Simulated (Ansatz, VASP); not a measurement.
NaF: VASP beside Ansatz

```
Na F
1.0
     0.00000    2.31441    2.31441
     2.31441    0.00000    2.31441
     2.31441    2.31441    0.00000
Na F
1 1
Cartesian
  0.0000 0.0000 0.0000
  2.3144 2.3144 2.3144
```

Alike in both runs: functional PBEsol; k mesh 8 × 8 × 8; occupations gaussian, width 0.02 eV; no spin polarisation.

Ansatz relaxed the structure, and its values are those at the end. VASP's run is a single point on that final structure, the one shown.

|  | VASP | Ansatz |
| --- | --- | --- |
| version | VASP 6.6.1 | Ansatz 0.2.0 |
| potentials or method | VASP PAW PBE potentials, release 64 (Na_pv, F), cutoff 600 eV | scalar-relativistic, plane waves, PAW |
| valence electrons in the cell | 14 | 16 |

|  | VASP | Ansatz | Ansatz less VASP |
| --- | --- | --- | --- |
| gap on the k mesh at the Fermi level (eV) | 6.18 | 6.20 | +0.019 |
| least direct gap on the mesh (eV) | 6.18 | 6.20 | +0.019 |
| pressure (GPa) | -0.2 | 0.0 | +0.15 |

VASP's potentials were made for PBE, not for PBEsol, and Ansatz warns of the same on its side. The functional is the same, so the differences come from potentials, cutoffs and numerics. VASP's potentials hold 14 valence electrons a cell and Ansatz's 16, so a difference there can come from the potentials and not from the codes.
